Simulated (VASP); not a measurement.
**SnTe: single point with r2SCAN**

The system is SnTe.

```
CELL_PARAMETERS angstrom
-0.02224 3.18303 3.18303
3.18303 -0.02224 3.18303
3.18303 3.18303 -0.02224
ATOMIC_POSITIONS crystal
Sn 0.00000 0.00000 0.00000
Te 0.50000 0.50000 0.50000
```

This cell differs from its parent crystal: epitaxial 111 strain +0.5%.

| Quantity | Value |
| --- | --- |
| Program | VASP 6.6.1 |
| Task | single point |
| Functional | r2SCAN |
| Potentials or basis | VASP PAW PBE potentials, release 64 (Sn_d, Te) |
| Cutoff | 520 eV |
| k mesh | 8 × 8 × 8 |
| Occupations | fermi-dirac, width 0.02 eV |
| Spin | no spin polarisation |

The pressure is -0.3 GPa and the band gap on the k mesh is 0.08 eV (least direct gap 0.15 eV).

Stress tensor (GPa, compression positive):
```
-0.29  0.12  0.12
 0.12 -0.29  0.12
 0.12  0.12 -0.29
```

Levels at points of the mesh, in eV from the valence-band top:
| k point | band 8 | band 9 | band 10 | band 11 | band 12 | band 13 |
| --- | --- | --- | --- | --- | --- | --- |
| (0.00, 0.00, 0.00) | -2.40 | -2.40 | -2.31 | 3.32 | 3.36 | 3.36 |
| (0.50, 0.00, 0.00) | -2.02 | -1.98 | 0.00 | 0.15 | 0.34 | 0.38 |
| (0.50, 0.50, 0.00) | -5.69 | -3.95 | -3.88 | 2.48 | 4.89 | 4.92 |
| (0.50, 0.50, 0.50) | -2.05 | -2.05 | -0.08 | 0.08 | 0.29 | 0.29 |

It took 4.6 min on 1 thread of AMD EPYC 7R43 64-Core Processor (Zen 3) (shared host), peak memory 0.23 GiB.

Caveat: the cell differs from its parent crystal (epitaxial 111 strain +0.5%); the PAW data sets were made with another functional, which shifts forces and pressure a little; spin-orbit coupling is left out, which moves the levels of the heavy elements. A k mesh can miss the band edges.
